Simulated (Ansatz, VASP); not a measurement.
# In3GaP4 in VASP and in Ansatz

File INCAR:

```
ALGO     = Normal         # electronic algorithm
EDIFF    = 1E-7           # SCF threshold, eV
ENCUT    = 520            # plane-wave cutoff, eV
GGA      = PE             # functional
ISIF     = 2              # what is computed and relaxed
ISMEAR   = 0              # smearing method
LASPH    = T              # aspherical terms in the spheres
LCHARG   = F              # write CHGCAR
LREAL    = F              # projectors in reciprocal space
LWAVE    = F              # write WAVECAR
NBANDS   = 46             # bands
NELM     = 80             # most SCF steps
PREC     = Accurate       # precision mode
SIGMA    = 0.1            # smearing width, eV
```

Contents of KPOINTS:

```
k-points
0
Gamma
  4 4 2
```

File POSCAR:

```
In3GaP4
1.0
    4.1268332000      0.0000000000      0.0000000000
    0.0000000000      4.1268332000      0.0000000000
    0.0000000000      0.0000000000     11.7397807000
In Ga P
3 1 4
Direct
    0.0000000000      0.0000000000      0.7408590000
    0.5000000000      0.5000000000      0.0000000000
    0.0000000000      0.0000000000      0.2591410000
    0.5000000000      0.5000000000      0.5000000000
    0.5000000000      0.0000000000      0.8704020000
    0.0000000000      0.5000000000      0.1295980000
    0.5000000000      0.0000000000      0.3895500000
    0.0000000000      0.5000000000      0.6104500000
```

Input for Ansatz:

```yaml
crystal:
  lattice:
    - [4.1268332, 0.0, 0.0]
    - [0.0, 4.1268332, 0.0]
    - [0.0, 0.0, 11.7397807]
  atoms:
    - { symbol: In, position: [0.0, 0.0, 0.740859] }
    - { symbol: In, position: [0.5, 0.5, 0.0] }
    - { symbol: In, position: [0.0, 0.0, 0.259141] }
    - { symbol: Ga, position: [0.5, 0.5, 0.5] }
    - { symbol: P, position: [0.5, 0.0, 0.870402] }
    - { symbol: P, position: [0.0, 0.5, 0.129598] }
    - { symbol: P, position: [0.5, 0.0, 0.38955] }
    - { symbol: P, position: [0.0, 0.5, 0.61045] }
basis:
  ecutwfc: 420
kpoints:
  mp_grid: { grid: [4, 4, 2] }
hamiltonian:
  xc: pbe
scf:
  occupations: { method: gaussian, width: 0.1 }
  lower_state_search: "off"
output:
  forces: true
  stress: true
  eigenvalues: true
```

Alike in both runs: task single point; functional PBE; k mesh 4 × 4 × 2; occupations gaussian, width 0.1 eV; no spin polarisation.

```csv
,VASP,Ansatz
version,VASP 6.6.1,Ansatz 0.2.0
potentials or method,"VASP PAW PBE potentials, release 64 (In_d, Ga_d, P), cutoff 520 eV","scalar-relativistic, plane waves, PAW"
valence electrons in the cell,72,72
```

VASP gave:

| Property | Result |
| --- | --- |
| gap on the k mesh at the Fermi level (eV) | 0.56 |
| least direct gap on the mesh (eV) | 0.56 |
| pressure (GPa) | 0.0 |
| traceless stress, the component that is largest in VASP (GPa) | -0.38 |
| rms of the force components (eV/Å) | 0.004 |

**Question.** What did Ansatz give for the same quantities?

**Answer.** gap on the k mesh at the Fermi level (eV): 0.56; least direct gap on the mesh (eV): 0.56; pressure (GPa): 0.0; traceless stress, the component that is largest in VASP (GPa): -0.38; rms of the force components (eV/Å): 0.005.

Atom by atom the forces differ by 0.001 eV/Å (rms over components).
